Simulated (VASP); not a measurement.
## Sn4P: single point with PBE

The system is Sn4P.

```
Sn P
1.0
     5.21127    0.00000    0.00000
     0.00000    5.21127    0.00000
     0.00000    0.00000    5.21127
Sn P
4 1
Cartesian
  0.0000 2.6056 2.6056
  2.6056 2.6056 0.0000
  2.6056 0.0000 2.6056
  0.0000 0.0000 0.0000
  2.6056 2.6056 2.6056
```

```yaml
Program: VASP 6.6.1
Task: single point
Functional: PBE
Potentials_or_basis: VASP PAW PBE potentials, release 64 (Sn_d, P)
Cutoff: 520 eV
k_mesh: 4 × 4 × 4
Occupations: gaussian, width 0.1 eV
Spin: no spin polarisation
Dipole_correction: no
Further_INCAR_settings: ALGO = Normal; EDIFF = 1e-06; NBANDS = 38
```

```json
{
  "Pressure": "0.0 GPa"
}
```

Levels at points of the mesh, in eV from the Fermi level:
```csv
k point,band 26,band 27,band 28,band 29,band 30,band 31,band 32,band 33,band 34,band 35
"(0.00, 0.00, 0.00)",-5.79,-5.79,-3.48,-0.92,-0.92,-0.92,1.22,1.22,1.22,3.77
"(0.50, 0.00, 0.00)",-5.44,-5.44,-1.69,-1.69,-0.25,0.25,0.83,0.98,0.98,1.87
"(0.50, 0.50, 0.00)",-5.16,-1.47,-1.47,-1.47,-0.59,-0.59,0.08,0.44,0.44,1.42
"(0.50, 0.50, 0.50)",-3.90,-3.90,-3.90,0.62,0.62,0.62,1.50,1.50,2.54,3.59
```

It took 26 s on 1 thread of AMD EPYC 9R45 96-Core Processor (Zen 5) (shared host), peak memory 0.21 GiB.

Caveat: spin-orbit coupling is left out, which moves the levels of the heavy elements.
